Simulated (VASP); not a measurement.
A run of VASP 6.6.1:

INCAR

```
SYSTEM = W
PREC = Accurate
ENCUT = 520
EDIFF = 1E-6
ISMEAR = 0
SIGMA = 0.1
LREAL = .FALSE.
LASPH = .TRUE.
NELM = 100
ALGO = Normal
ISIF = 2
LWAVE = .FALSE.
LCHARG = .FALSE.
GGA = PE
NBANDS = 13
```

Contents of KPOINTS:

```
Automatic mesh
0
G
  16 16 16
  0 0 0
```

The input POSCAR:

```
W
1.0
   -1.5914677047      1.5914677047      1.5914677047
    1.5914677047     -1.5914677047      1.5914677047
    1.5914677047      1.5914677047     -1.5914677047
W
1
Direct
    0.0000000000      0.0000000000      0.0000000000
```

Potentials or basis: VASP PAW PBE potentials, release 64 (W_sv).

Command:

```bash
$ cat potpaw_PBE.64/W_sv/POTCAR > POTCAR
$ mpirun -np 1 vasp_std > vasp.out
```

Hardware: 1 thread of AMD EPYC 7R43 64-Core Processor (Zen 3), on a shared host.

Question: Estimate the wall time of this run.

Answer: It took 43 s on 1 thread of AMD EPYC 7R43 64-Core Processor (Zen 3), with other jobs on the host, peak memory 0.12 GiB. Counts: scf iterations 11, k points 145.
